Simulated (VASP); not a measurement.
# Nb in VASP: relaxation of the atoms with PBE

Aim: the relaxation of the atoms of Nb with PBE.

Everything below comes from runs of VASP 6.6.1. Logs are shortened: lines on timing, memory, paths and dates and some standing lists are left out, and cuts for length are marked.

**1. The cell of the first run**

The cell holds a slab with vacuum, 4 atoms: a = 3.311 Å, b = 3.311 Å, c = 18.967 Å, α = 90.00°, β = 90.00°, γ = 90.00°.

**2. Relaxation of the atoms, PBE**

File INCAR:

```
SYSTEM = Nb
PREC = Accurate ; ENCUT = 520
EDIFF = 1E-6 ; ISMEAR = 0
SIGMA = 0.1 ; LREAL = .FALSE.
LASPH = .TRUE. ; NELM = 60
ALGO = Fast ; ISIF = 2
LWAVE = .FALSE. ; LCHARG = .FALSE.
LDIPOL = .TRUE. ; IDIPOL = 3
DIPOL = 0.5 0.5 0.500 ; GGA = PE
IBRION = 2 ; NSW = 70
EDIFFG = -0.03
```

File KPOINTS:

```
Automatic mesh
0
G
  9 9 1
  0 0 0
```

File POSCAR:

```
Nb
1.0
    3.3111160015      0.0000000000      0.0000000000
    0.0000000000      3.3111160015      0.0000000000
    0.0000000000      0.0000000000     18.9666740023
Nb
4
Selective dynamics
Direct
    0.5000000000      0.5000000000      0.3690683986  F F F
    0.0000000000      0.0000000000      0.4563561329  F F F
    0.5000000000      0.5000000000      0.5436438671  T T T
    0.0000000000      0.0000000000      0.6309316014  T T T
```

Potentials or basis: VASP PAW PBE potentials, release 64 (Nb_sv).

Run with:

```console
$ cat potpaw_PBE.64/Nb_sv/POTCAR > POTCAR
$ mpirun -np 1 vasp_std > vasp.out
```

OUTCAR:

```text
SYSTEM = Nb
   PREC = Accurate
   ENCUT = 520
   EDIFF = 1E-6
   ISMEAR = 0
   LREAL = .FALSE.
   LASPH = .TRUE.
   NELM = 60
   ISIF = 2
   GGA = PE
   IBRION = 2
   NSW = 70
   EDIFFG = -0.03

 ion  position               nearest neighbor table
   1  0.500  0.500  0.369-   2 2.87   2 2.87   2 2.87   2 2.87
   2  0.000  0.000  0.456-   3 2.87   3 2.87   3 2.87   3 2.87   1 2.87   1 2.87   1 2.87   1 2.87

   3  0.500  0.500  0.544-   2 2.87   2 2.87   2 2.87   2 2.87   4 2.87   4 2.87   4 2.87   4 2.87

   4  0.000  0.000  0.631-   3 2.87   3 2.87   3 2.87   3 2.87

  LATTYP: Found a simple tetragonal cell.
 ALAT       =     3.3111160015
 C/A-ratio  =     5.7281816746

  Lattice vectors:

 A1 = (   3.3111160015,   0.0000000000,   0.0000000000)
 A2 = (   0.0000000000,   3.3111160015,   0.0000000000)
 A3 = (   0.0000000000,   0.0000000000,  18.9666740023)

Analysis of symmetry for initial positions (statically):
=====================================================================
 Subroutine PRICEL returns:
 Original cell was already a primitive cell.

 Routine SETGRP: Setting up the symmetry group for a
 simple tetragonal supercell.

 Subroutine GETGRP returns: Found 16 space group operations
 (whereof  8 operations were pure point group operations)
 out of a pool of 16 trial point group operations.

The static configuration has the point symmetry C_4v.
 The point group associated with its full space group is D_4h.

Analysis of symmetry for dynamics (positions and initial velocities):
=====================================================================
 Subroutine PRICEL returns:
 Original cell was already a primitive cell.

 Routine SETGRP: Setting up the symmetry group for a
 simple tetragonal supercell.

 Subroutine GETGRP returns: Found 16 space group operations
 (whereof  8 operations were pure point group operations)
 out of a pool of 16 trial point group operations.

The dynamic configuration has the point symmetry C_4v.
 The point group associated with its full space group is D_4h.

Analysis of constrained symmetry for selective dynamics:
=====================================================================
 Subroutine PRICEL returns:
 Original cell was already a primitive cell.

 Routine SETGRP: Setting up the symmetry group for a
 simple tetragonal supercell.

 Subroutine GETGRP returns: Found  8 space group operations
 (whereof  8 operations were pure point group operations)
 out of a pool of 16 trial point group operations.

The constrained configuration has the point symmetry C_4v.

 Subroutine INISYM returns: Found  8 space group operations
 (whereof  8 operations are pure point group operations),
 and found     1 'primitive' translations

----------------------------------------------------------------------------------------

                                     Primitive cell

  volume of cell :     207.9409

  direct lattice vectors                    reciprocal lattice vectors
     3.311116001  0.000000000  0.000000000     0.302012977  0.000000000  0.000000000
     0.000000000  3.311116001  0.000000000     0.000000000  0.302012977  0.000000000
     0.000000000  0.000000000 18.966674002     0.000000000  0.000000000  0.052724057

  length of vectors
     3.311116001  3.311116001 18.966674002     0.302012977  0.302012977  0.052724057

  position of ions in fractional coordinates (direct lattice)
     0.500000000  0.500000000  0.369068399
     0.000000000  0.000000000  0.456356133
     0.500000000  0.500000000  0.543643867
     0.000000000  0.000000000  0.630931601

  ion indices of the primitive-cell ions
   primitive index   ion index
                 1           1
                 2           2
                 3           3
                 4           4

[... 31 lines left out ...]
  0.333333  0.000000  0.000000      4.000000
  0.444444  0.000000  0.000000      4.000000
  0.111111  0.111111  0.000000      4.000000
  0.222222  0.111111  0.000000      8.000000
  0.333333  0.111111  0.000000      8.000000
  0.444444  0.111111  0.000000      8.000000
  0.222222  0.222222  0.000000      4.000000
  0.333333  0.222222  0.000000      8.000000
  0.444444  0.222222  0.000000      8.000000
  0.333333  0.333333  0.000000      4.000000
  0.444444  0.333333  0.000000      8.000000
  0.444444  0.444444  0.000000      4.000000
   k-points           NKPTS =     15   k-points in BZ     NKDIM =     15   number of bands    NBANDS=     31
   number of dos      NEDOS =    301   number of ions     NIONS =      4
   total plane-waves  NPLWV = 112896
   dimension x,y,z NGX =    28 NGY =   28 NGZ =  144
   dimension x,y,z NGXF=    56 NGYF=   56 NGZF=  288
   ions per type =               4
   NGX,Y,Z   is equivalent  to a cutoff of  14.06, 14.06, 12.62 a.u.
   NGXF,Y,Z  is equivalent  to a cutoff of  28.12, 28.12, 25.24 a.u.
 SYSTEM =  Nb
   PREC   = accura    normal or accurate (medium, high low for compatibility)
   ISTART =      0    job   : 0-new  1-cont  2-samecut
   ICHARG =      2    charge: 1-file 2-atom 10-const
   ISPIN  =      1    spin polarized calculation?
   LNONCOLLINEAR =      F non collinear calculations
   LSORBIT =      F    spin-orbit coupling
   LASPH  =      T    aspherical Exc in radial PAW
   ENCUT  =  520.0 eV  38.22 Ry    6.18 a.u.   6.16  6.16 35.27*2*pi/ulx,y,z
   NELM   =     60;   NELMIN=  2; NELMDL= -5     # of ELM steps
   EDIFF  = 0.1E-05   stopping-criterion for ELM
   LREAL  =      F    real-space projection
   EDIFFG = -.3E-01   stopping-criterion for IOM
   NSW    =     70    number of steps for IOM
   IBRION =      2    ionic relax: 0-MD 1-quasi-New 2-CG
   NFREE  =      1    steps in history (QN), initial steepest desc. (CG)
   ISIF   =      2    stress and relaxation
   ISYM   =      2    0-nonsym 1-usesym 2-fastsym
   POTIM  = 0.5000    time-step for ionic-motion
   TEBEG  =    0.0;   TEEND  =   0.0 temperature during run
   PSTRESS=    0.0 pullay stress
   NELECT =      52.0000    total number of electrons
   NUPDOWN=      -1.0000    fix difference up-down
   EMIN   =  10.00;   EMAX   =-10.00  energy-range for DOS
   EFERMI =   0.00;   METHOD = LEGACY
   ISMEAR =     0;   SIGMA  =   0.10  broadening in eV -4-tet -1-fermi 0-gaus
   EFERMI_NEDOS =   21; number of points for ismear=-14 and -15
   IALGO  =     68    algorithm
   IMIX   =      4    mixing-type and parameters
     AMIX     =   0.40;   BMIX     =  1.00
     AMIX_MAG =   1.60;   BMIX_MAG =  1.00
  volume/ion in A,a.u.               =      51.99       350.81
  Fermi-wavevector in a.u.,A,eV,Ry     =   1.031405  1.949073 14.473831  1.063797
  Thomas-Fermi vector in A             =   2.165552
   LORBIT       =      0    0 simple, 1 ext, 2 COOP (PROOUT), +10 PAW based schemes
   GGA     = PE    functional components
   LHFCALC =     F    Hartree Fock is set to
   AEXX    =    0.0000 exact exchange contribution
   IVDW    =     0    specifies the selected vdW correction
   LEPSILON=     F    determine dielectric tensor
   LRPA    =     F    only Hartree local field effects (RPA)
 conjugate gradient relaxation of ions
 non-spin polarized calculation
 RMM-DIIS sequential band-by-band and
 Gauss-broadening in eV      SIGMA  =   0.10
  energy-cutoff  :      520.00
  volume of cell :      207.94
 maximum number of plane-waves:      5640
 NGX is ok and might be reduce to    28
   NGX = 13   NGY = 13   NGZ = 71

--------------------------------------- Ionic step        1  -------------------------------------------

 number of electron      51.9999999 magnetization

 Free energy of the ion-electron system (eV)
  ---------------------------------------------------
  ext. energy  EPLUGINS =         0.00000000
  ---------------------------------------------------
  free energy    TOTEN  =       -37.24795086 eV

  energy without entropy =      -37.20378273  energy(sigma->0) =      -37.22586679

------------------------ aborting loop because EDIFF is reached ----------------------------------------

  FORCE on cell =-STRESS in cart. coord.  units (eV):
  Direction    XX          YY          ZZ          XY          YZ          ZX
  --------------------------------------------------------------------------------------
  -------------------------------------------------------------------------------------
  Total       -6.0128818     -6.0128818     -3.4777682      0.0000000      0.0000000     -0.0000000
  in kB      -46.3290373    -46.3290373    -26.7960783      0.0000000      0.0000000     -0.0000000
  external PRESSURE =     -39.8180510 kB  Pullay stress =       0.0000000 kB
[... 57 lines left out ...]
  FREE ENERGIE OF THE ION-ELECTRON SYSTEM (eV)
  ---------------------------------------------------
  free  energy   TOTEN  =       -37.2728425070 eV

  energy  without entropy=      -37.2284752181  energy(sigma->0) =      -37.25065886

 dipolmoment           0.000000      0.000000      0.034175 electrons x Angstroem

--------------------------------------- Ionic step        3  -------------------------------------------

 number of electron      52.0000003 magnetization

------------------------ aborting loop because EDIFF is reached ----------------------------------------
[... 109 lines left out ...]
--------------------------------------- Ionic step        6  -------------------------------------------

 number of electron      52.0000003 magnetization

 dipolmoment           0.000000      0.000000     -0.007069 electrons x Angstroem

 Free energy of the ion-electron system (eV)
  ---------------------------------------------------
  ext. energy  EPLUGINS =         0.00000000
  ---------------------------------------------------
  free energy    TOTEN  =       -37.31323582 eV

  energy without entropy =      -37.27389047  energy(sigma->0) =      -37.29356314

 E-fermi :   1.7992     XC(G=0):  -5.5499

 val. band max:        1.7980720500   @ k =   0.4444   0.1111   0.0000
 cond. band min:       1.8213028628   @ k =   0.2222   0.2222   0.0000
 fundamental gap:      0.0232308128
 Fermi energy:         1.7991520175

 k-point     1 :       0.0000    0.0000    0.0000
  band No.  band energies     occupation
      1     -53.3602      2.00000
      2     -53.2526      2.00000
      3     -52.7633      2.00000
      4     -52.4942      2.00000
      5     -29.5188      2.00000
      6     -29.4197      2.00000
[... 499 lines left out ...]
     30       3.8499      0.00000
     31       3.8749      0.00000

------------------------ aborting loop because EDIFF is reached ----------------------------------------

 vacuum level on the upper side and lower side of the slab       (xc-potential included)        -0.239        -0.156

  FORCE on cell =-STRESS in cart. coord.  units (eV):
  Direction    XX          YY          ZZ          XY          YZ          ZX
  --------------------------------------------------------------------------------------
  -------------------------------------------------------------------------------------
  Total       -3.9379512     -3.9379512     -1.0435914      0.0000000      0.0000000      0.0000000
  in kB      -30.3417722    -30.3417722     -8.0408342      0.0000000      0.0000000      0.0000000
  external PRESSURE =     -22.9081262 kB  Pullay stress =       0.0000000 kB
[... 19 lines left out ...]
  FREE ENERGIE OF THE ION-ELECTRON SYSTEM (eV)
  ---------------------------------------------------
  free  energy   TOTEN  =       -37.3132358173 eV

  energy  without entropy=      -37.2738904707  energy(sigma->0) =      -37.29356314

 reached required accuracy - stopping structural energy minimisation

 vacuum level on the upper side and lower side of the slab         5.188         5.273
```

Wall time 13 min (1 thread of Oxide Virtual Turin-like, shared host); peak memory 0.33 GiB.

What came out:

```
Free energy               : -37.3132 eV
Energy gained by relaxing : 16.3 meV/atom
Ionic steps               : 6
Band gap on the k mesh    : zero (bands 26 and 27 overlap by 0.17 eV)
```

Step by step:
```csv
step,energy change (eV),largest force on free atoms (eV/Å),pressure (GPa)
1,0.0000,0.7510,-3.98
2,-0.0249,0.5624,-3.64
3,-0.0461,0.4841,-2.81
4,-0.0465,0.4117,-2.94
5,-0.0571,0.2853,-2.74
6,-0.0653,0.0227,-2.29
```

Final structure:
```xyz
4
Lattice="3.3111 0.0000 0.0000 0.0000 3.3111 0.0000 0.0000 0.0000 18.9667" Properties=species:S:1:pos:R:3 pbc="T T T"
Nb    1.6556    1.6556    7.0000
Nb    0.0000    0.0000    8.6556
Nb    1.6556    1.6556   10.2685
Nb    0.0000    0.0000   11.7855
```

Levels at points of the mesh, in eV from the Fermi level:
| k point | band 24 | band 25 | band 26 | band 27 | band 28 | band 29 |
| --- | --- | --- | --- | --- | --- | --- |
| (0.00, 0.00, 0.00) | -0.07 | 0.09 | 0.09 | 0.14 | 0.17 | 0.31 |

The gap in the log of VASP goes by the Fermi energy; the results here count the filled bands.